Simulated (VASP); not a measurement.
Runs of VASP 6.6.1 on MgSi. The structure is that of space group P4/mmm (No. 123), or close to it. The cells are those of the table. 

```tsv
cell	gap on the mesh (eV)	pressure (GPa)
a = 2.996, b = 2.996, c = 4.227 Å, 2 atoms	none	-6.0
a = 2.821, b = 2.821, c = 4.103 Å, 2 atoms	none	(b)
a = 2.821, b = 2.821, c = 4.165 Å, 2 atoms	none	(a)
a = 2.908, b = 2.908, c = 4.227 Å, 2 atoms	none	-3.5
a = 2.908, b = 2.908, c = 3.980 Å, 2 atoms	none	0.8
```

Alike in all rows: task single point; level r2SCAN; potentials or basis VASP PAW PBE potentials, release 64 (Mg, Si); no spin polarisation; k mesh 16 × 16 × 12; cutoff (eV) 520; smearing gaussian 0.15 eV.

Problem. Fill in the values left out.

Solution. (a) 1.1; (b) 2.3.

Caveats: the PAW data sets were made with another functional, which shifts forces and pressure a little; the cell stands under tension (at least some runs).

A gap of «none» marks levels without a gap at the run's occupations.
